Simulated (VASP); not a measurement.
Set up this calculation in VASP 6.6.1, as the native input.

| Quantity | Value |
| --- | --- |
| Task | single point |
| Functional | r2SCAN |
| Potentials or basis | VASP PAW PBE potentials, release 64 (Ca_sv, O) |
| Cutoff | 520 eV |
| k mesh | 10 × 10 × 10 |
| Occupations | gaussian, width 0.05 eV |
| Spin | no spin polarisation |
| Dipole correction | no |
| Further INCAR settings | ALGO = Normal; EDIFF = 1e-06; NBANDS = 15 |

Crystal: CaO.

```xyz
2
Lattice="-0.1171 2.3919 2.3919 2.3919 -0.1171 2.3919 2.3919 2.3919 -0.1171" Properties=species:S:1:pos:R:3 pbc="T T T"
Ca    0.0000    0.0000    0.0000
O     2.3333    2.3333    2.3333
```

This cell differs from its parent crystal: ratio of the length along [111] to the lengths across it x 0.93, volume and fractional coordinates fixed.

These files were run (other wordings do the same):

POSCAR

```
CaO
1.0
   -0.1170849972      2.3918792286      2.3918792286
    2.3918792286     -0.1170849972      2.3918792286
    2.3918792286      2.3918792286     -0.1170849972
Ca O
1 1
Direct
    0.0000000000      0.0000000000      0.0000000000
    0.5000000000      0.5000000000      0.5000000000
```

INCAR.step1

```
ALGO     = Normal         # electronic algorithm
EDIFF    = 1E-4           # SCF threshold, eV
ENCUT    = 520            # plane-wave cutoff, eV
GGA      = PE             # functional
ISMEAR   = 0              # smearing method
LASPH    = True           # aspherical terms in the spheres
LCHARG   = False          # write CHGCAR
LREAL    = False          # projectors in reciprocal space
LWAVE    = True           # write WAVECAR
NBANDS   = 15             # bands
NELM     = 60             # most SCF steps
PREC     = Accurate       # precision mode
SIGMA    = 0.05           # smearing width, eV
```

INCAR.step2

```
ALGO     = Normal         # electronic algorithm
EDIFF    = 1E-6           # SCF threshold, eV
ENCUT    = 520            # plane-wave cutoff, eV
ISIF     = 2              # what is computed and relaxed
ISMEAR   = 0              # smearing method
ISTART   = 1            
LASPH    = True           # aspherical terms in the spheres
LCHARG   = False          # write CHGCAR
LMIXTAU  = True         
LREAL    = False          # projectors in reciprocal space
LWAVE    = False          # write WAVECAR
METAGGA  = R2SCAN         # meta-GGA
NBANDS   = 15             # bands
NELM     = 60             # most SCF steps
PREC     = Accurate       # precision mode
SIGMA    = 0.05           # smearing width, eV
```

KPOINTS

```
k-points
0
Gamma
  10 10 10
```

Potentials or basis: VASP PAW PBE potentials, release 64 (Ca_sv, O).

Launch:

```console
$ cat potpaw_PBE.64/Ca_sv/POTCAR potpaw_PBE.64/O/POTCAR > POTCAR
$ cp INCAR.step1 INCAR
$ mpirun -np 1 vasp_std > vasp.out
$ cp INCAR.step2 INCAR
$ mpirun -np 1 vasp_std > vasp.out
```

It gave:

- Pressure: -5.8 GPa
- Band gap on the k mesh: 4.01 eV (least direct gap 4.43 eV)

Caveat: the cell stands under tension; the PAW data sets were made with another functional, which shifts forces and pressure a little.

Run time: 83 s on 1 thread of Intel(R) Xeon(R) 6975P-C (Granite Rapids) (shared host), peak memory 0.2 GiB.
